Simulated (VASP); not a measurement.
A run of VASP 6.6.1 is set up as follows.

Contents of INCAR:

```
SYSTEM = Mg
  ALGO = Normal
  EDIFF = 1E-8
  ENCUT = 520
  ISIF = 2
  ISMEAR = -1
  LASPH = .TRUE.
  LCHARG = .FALSE.
  LEFG = .TRUE.
  LREAL = .FALSE.
  LWAVE = .FALSE.
  NBANDS = 9
  NELM = 60
  PREC = Accurate
  SIGMA = 0.05
```

The input KPOINTS:

```
k-points
0
G
  12 12 7
  0 0 0
```

Contents of POSCAR:

```
Mg
1.0
    3.2092715325      0.0000000000      0.0000000000
   -1.6046357662      2.7793106748      0.0000000000
    0.0000000000      0.0000000000      5.1061234000
Mg
2
Direct
    0.3333333333      0.6666666667      0.2500000000
    0.6666666667      0.3333333333      0.7500000000
```

Potentials or basis: VASP PAW LDA potentials, release 64 (Mg).

Launch:

```sh
$ cat potpaw_LDA.64/Mg/POTCAR > POTCAR
$ mpirun -np 1 vasp_std > vasp.out
```

Problem. Estimate the band gap on the k mesh.

Solution. Zero (band 2 reaches 3.46 eV, above the bottom of band 3 at 1.43 eV).

Problem. What does it give for the pressure?

Solution. -2.2 GPa.

Stress tensor (GPa, compression positive):
```
-2.26  0.00  0.00
 0.00 -2.26  0.00
 0.00  0.00 -2.11
```

Caveat: the cell differs from its parent crystal (zz strain of -2 %); without QUAD_EFG the Cq values of the log hold for a quadrupole moment of 1 mb, not for the nuclei.
